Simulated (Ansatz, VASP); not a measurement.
**One calculation of RbBr, two programs**

File INCAR:

```
ALGO     = Normal         # electronic algorithm
EDIFF    = 1E-8           # SCF threshold, eV
ENCUT    = 520            # plane-wave cutoff, eV
GGA      = PE             # functional
ISIF     = 2              # what is computed and relaxed
ISMEAR   = -1             # smearing method
LASPH    = True           # aspherical terms in the spheres
LCHARG   = False          # write CHGCAR
LEFG     = True         
LREAL    = False          # projectors in reciprocal space
LWAVE    = False          # write WAVECAR
NBANDS   = 15             # bands
NELM     = 80             # most SCF steps
PREC     = Accurate       # precision mode
SIGMA    = 0.03           # smearing width, eV
```

File KPOINTS:

```
k-points
0
Gamma
  7 7 7
```

POSCAR

```
RbBr
1.0
    0.0000000000      3.4726038566      3.4726038566
    3.4726038566      0.0000000000      3.4726038566
    3.4726038566      3.4726038566      0.0000000000
Rb Br
1 1
Direct
    0.0000000000      0.0000000000      0.0000000000
    0.5000000000      0.5000000000      0.5000000000
```

Input for Ansatz:

```yaml
crystal:
  lattice:
    - [0.0, 3.4726038566, 3.4726038566]
    - [3.4726038566, 0.0, 3.4726038566]
    - [3.4726038566, 3.4726038566, 0.0]
  atoms:
    - { symbol: Rb, position: [0.0, 0.0, 0.0] }
    - { symbol: Br, position: [0.5, 0.5, 0.5] }
kpoints:
  mp_grid: { grid: [7, 7, 7] }
scf:
  occupations: { method: fermi_dirac, width: 0.03 }
hamiltonian:
  xc: pbe
  pseudopotentials: { kind: all_electron, datasets: crystal }
output:
  forces: true
  stress: true
  eigenvalues: true
  efg: { contact_densities: true }
```

Change from the starting cell: volume scaled by 1.04, crystal datasets.

Alike in both runs: task electric field gradients; functional PBE; k mesh 7 × 7 × 7; occupations fermi-dirac, width 0.03 eV; no spin polarisation.

|  | VASP | Ansatz |
| --- | --- | --- |
| version | VASP 6.6.1 | Ansatz 0.2.0 |
| potentials or method | VASP PAW PBE potentials, release 64 (Rb_sv, Br), cutoff 520 eV | all-electron PAW with datasets made for the crystal, scalar-relativistic |

|  | VASP | Ansatz | Ansatz less VASP |
| --- | --- | --- | --- |
| gap on the k mesh at the Fermi level (eV) | 4.26 | 4.27 | +0.002 |
| pressure (GPa) | 0.4 | 0.4 | -0.03 |

Ansatz ran all-electron here, and VASP with PAW potentials.
